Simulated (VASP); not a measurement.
Here is a VASP 6.6.1 calculation.

File INCAR:

```
SYSTEM = AlN
PREC = Accurate
ENCUT = 520
EDIFF = 1E-6
ISMEAR = 0
SIGMA = 0.05
LREAL = .FALSE.
LASPH = .TRUE.
NELM = 60
ALGO = Normal
ISIF = 2
LWAVE = .FALSE.
LCHARG = .TRUE.
GGA = PS
LELF = .TRUE.
LVHAR = .TRUE.
NBANDS = 16
```

Contents of KPOINTS:

```
regular mesh
0
G
  9 9 6
  0 0 0
```

File POSCAR:

```
AlN
1.0
    3.2025000000      0.0000000000      0.0000000000
   -1.6012500000      2.7734463556      0.0000000000
    0.0000000000      0.0000000000      3.9342000000
Al N
2 2
Direct
    0.3333333333      0.6666666667      0.7500000000
    0.6666666667      0.3333333333      0.2500000000
    0.3333333333      0.6666666667      0.2500000000
    0.6666666667      0.3333333333      0.7500000000
```

Potentials or basis: VASP PAW PBE potentials, release 64 (Al, N).

The run is started by

```sh
$ cat potpaw_PBE.64/Al/POTCAR potpaw_PBE.64/N/POTCAR > POTCAR
$ mpirun -np 1 vasp_std > vasp.out
```

Problem. What does it give for the band gap on the k mesh?

Solution. 4.17 eV, direct.

Problem. Predict the pressure.

Solution. 29.7 GPa.

Stress tensor (GPa, compression positive):
```
28.63  0.00  0.00
 0.00 28.63  0.00
 0.00  0.00 31.96
```

Caveat: the PAW data sets were made with another functional, which shifts forces and pressure a little. A k mesh can miss the band edges.
